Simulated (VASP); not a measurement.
# CsCl (Pm-3m) in VASP: further runs, part 2 of 2

VASP 6.6.1. Earlier steps stand in the parts before.

### 3 Relaxation of cell and atoms, r2SCAN

This run uses another cell than the first one, of 35.04 Å³/atom.

Contents of POSCAR:

```
CsCl
1.0
    4.1230000000      0.0000000000      0.0000000000
    0.0000000000      4.1230000000      0.0000000000
    0.0000000000      0.0000000000      4.1230000000
Cs Cl
1 1
Direct
    0.0000000000      0.0000000000      0.0000000000
    0.5000000000      0.5000000000      0.5000000000
```

Contents of INCAR.step1:

```
SYSTEM = CsCl
ALGO     = Normal         ! electronic algorithm
EDIFF    = 1E-5           ! SCF threshold, eV
EDIFFG   = -0.005         ! ionic threshold
ENCUT    = 550            ! plane-wave cutoff, eV
GGA      = PE             ! functional
GGA_COMPAT= .False.      
IBRION   = 2              ! ionic algorithm
ISIF     = 3              ! what is computed and relaxed
ISMEAR   = -1             ! smearing method
LASPH    = .True.         ! aspherical terms in the spheres
LCHARG   = .False.        ! write CHGCAR
LREAL    = .False.        ! projectors in reciprocal space
LWAVE    = .True.         ! write WAVECAR
NELM     = 120            ! most SCF steps
NELMIN   = 4            
NSW      = 100            ! ionic steps
PREC     = Accurate       ! precision mode
SIGMA    = 0.1            ! smearing width, eV
```

Contents of INCAR.step2:

```
SYSTEM = CsCl
ALGO     = Normal         ! electronic algorithm
EDIFF    = 1E-7           ! SCF threshold, eV
EDIFFG   = -0.002         ! ionic threshold
ENCUT    = 550            ! plane-wave cutoff, eV
GGA_COMPAT= .False.      
IBRION   = 2              ! ionic algorithm
ISIF     = 3              ! what is computed and relaxed
ISMEAR   = -1             ! smearing method
ISTART   = 1            
LASPH    = .True.         ! aspherical terms in the spheres
LCHARG   = .False.        ! write CHGCAR
LMIXTAU  = .True.       
LREAL    = .False.        ! projectors in reciprocal space
LWAVE    = .False.        ! write WAVECAR
METAGGA  = R2SCAN         ! meta-GGA
NELM     = 120            ! most SCF steps
NELMIN   = 4            
NSW      = 100            ! ionic steps
PREC     = Accurate       ! precision mode
SIGMA    = 0.1            ! smearing width, eV
```

Contents of KPOINTS:

```
k-points
0
Gamma
  10 10 10
  0 0 0
```

Potentials or basis: VASP PAW PBE potentials, release 64 (Cs_sv, Cl).

Run with:

```
$ cat potpaw_PBE.64/Cs_sv/POTCAR potpaw_PBE.64/Cl/POTCAR > POTCAR
$ cp INCAR.step1 INCAR
$ mpirun -np 1 vasp_std > vasp.out
$ cp INCAR.step2 INCAR
$ mpirun -np 1 vasp_std > vasp.out
```

OUTCAR:

```text
SYSTEM = CsCl
   EDIFF = 1E-7
   EDIFFG = -0.002
   ENCUT = 550
   IBRION = 2
   ISIF = 3
   ISMEAR = -1
   ISTART = 1
   LASPH = .True.
   LREAL = .False.
   METAGGA = R2SCAN
   NELM = 120
   NELMIN = 4
   NSW = 100
   PREC = Accurate

 ion  position               nearest neighbor table
   1  0.000  0.000  0.000-
   2  0.500  0.500  0.500-

  LATTYP: Found a simple cubic cell.
 ALAT       =     4.1230000000

  Lattice vectors:

 A1 = (   4.1230000000,   0.0000000000,   0.0000000000)
 A2 = (   0.0000000000,   4.1230000000,   0.0000000000)
 A3 = (   0.0000000000,   0.0000000000,   4.1230000000)

Analysis of symmetry for initial positions (statically):
[... 263 lines left out ...]
 k-point     1 :       0.0000    0.0000    0.0000
  band No.  band energies     occupation
      1     -20.6736      2.00000
      2     -13.4749      2.00000
      3      -6.7928      2.00000
      4      -6.7928      2.00000
      5      -6.7928      2.00000
      6      -0.7668      2.00000
      7      -0.7668      2.00000
      8      -0.7668      2.00000
      9       5.1448      0.00000
     10       5.1448      0.00000
     11       5.2169      0.00000
     12       9.9264      0.00000
[... 331 lines left out ...]
 k-point    24 :       0.3000    0.1000    0.1000
  band No.  band energies     occupation
      1     -20.6063      2.00000
      2     -13.4884      2.00000
      3      -7.1744      2.00000
      4      -6.7776      2.00000
      5      -6.7663      2.00000
      6      -1.4917      2.00000
      7      -0.9891      2.00000
      8      -0.9100      2.00000
      9       6.0407      0.00000
     10       6.7564      0.00000
     11       7.3138      0.00000
     12       8.9316      0.00000

 [... further k-points ...]

------------------------ aborting loop because EDIFF is reached ----------------------------------------

  FORCE on cell =-STRESS in cart. coord.  units (eV):
  Direction    XX          YY          ZZ          XY          YZ          ZX
  --------------------------------------------------------------------------------------
  -------------------------------------------------------------------------------------
  Total       -0.0024646     -0.0024646     -0.0024646     -0.0000000      0.0000000     -0.0000000
  in kB       -0.0555040     -0.0555040     -0.0555040     -0.0000000      0.0000000     -0.0000000
  external PRESSURE =      -0.0555040 kB  Pullay stress =       0.0000000 kB
[... 17 lines left out ...]
  FREE ENERGIE OF THE ION-ELECTRON SYSTEM (eV)
  ---------------------------------------------------
  free  energy   TOTEN  =       -35.5250341624 eV

  energy  without entropy=      -35.5250341623  energy(sigma->0) =      -35.52503416

 reached required accuracy - stopping structural energy minimisation
```

OSZICAR.step1:

```text
N       E                     dE             d eps       ncg     rms          rms(c)
DAV:   1     0.102044991353E+03    0.10204E+03   -0.72600E+03  1344   0.121E+03
DAV:   2     0.750613163138E+00   -0.10129E+03   -0.93686E+02  2084   0.193E+02
DAV:   3    -0.685457915697E+01   -0.76052E+01   -0.75758E+01  1700   0.599E+01
[... 33 lines left out ...]
DAV:   1    -0.654230173924E+01   -0.17018E-02   -0.31823E-02  1364   0.121E+00    0.213E-01
DAV:   2    -0.654091793664E+01    0.13838E-02   -0.24693E-03  1416   0.299E-01    0.723E-02
DAV:   3    -0.654066470745E+01    0.25323E-03   -0.67168E-04  1400   0.158E-01    0.395E-02
DAV:   4    -0.654064219763E+01    0.22510E-04   -0.55028E-05  1504   0.481E-02    0.981E-03
DAV:   5    -0.654064077921E+01    0.14184E-05   -0.30329E-06   776   0.125E-02
   5 F= -.65406408E+01 E0= -.65406408E+01  d E =-.135501E-01
```

It took 5.5 min on 1 thread of Oxide Virtual Turin-like, shared host; peak memory 0.19 GiB.

What came out:

| Property | Result |
| --- | --- |
| Free energy | -35.5250 eV |
| Relaxed volume | 35.57 Å³/atom |
| Relaxed cell | a = 4.144 Å, b = 4.144 Å, c = 4.144 Å, α = 90.00°, β = 90.00°, γ = 90.00° |
| Space group after relaxing (to 0.1 Å) | Pm-3m (No. 221) |
| Energy gained by relaxing | 0.4 meV/atom |
| Ionic steps | 3 |
| Pressure after relaxing | 0.0 GPa |
| Band gap on the k mesh | 5.91 eV |

Step by step:
```csv
step,energy change (eV),largest force (eV/Å),pressure (GPa),volume (Å³)
1,0.0000,0.0000,0.28,70.09
2,-0.0008,0.0000,0.11,70.71
3,-0.0009,0.0000,-0.01,71.14
```

Final structure:
```yaml
crystal:
  lattice:
    - [4.14361, 0.00000, 0.00000]
    - [0.00000, 4.14361, 0.00000]
    - [0.00000, 0.00000, 4.14361]
  atoms:
    - { symbol: Cs, position: [0.00000, 0.00000, 0.00000] }
    - { symbol: Cl, position: [0.50000, 0.50000, 0.50000] }
```

Levels at points of the mesh, in eV from the valence-band top:
| k point | band 4 | band 5 | band 6 | band 7 | band 8 | band 9 | band 10 | band 11 | band 12 |
| --- | --- | --- | --- | --- | --- | --- | --- | --- | --- |
| (0.00, 0.00, 0.00) | -6.03 | -6.03 | 0.00 | 0.00 | 0.00 | 5.91 | 5.91 | 5.98 | 10.69 |
| (0.50, 0.00, 0.00) | -5.89 | -5.89 | -1.12 | -0.22 | -0.22 | 6.94 | 8.23 | 9.56 | 9.89 |
| (0.50, 0.50, 0.00) | -6.78 | -5.81 | -0.43 | -0.43 | -0.05 | 6.55 | 6.64 | 8.62 | 8.62 |
| (0.50, 0.50, 0.50) | -6.55 | -6.55 | -1.06 | -1.06 | -1.06 | 9.12 | 9.12 | 9.12 | 11.23 |

Caveat: the PAW data sets were made with another functional, which shifts forces and pressure a little; spin-orbit coupling is left out, which moves the levels of the heavy elements. Zero-point motion and thermal expansion aren't in these numbers.
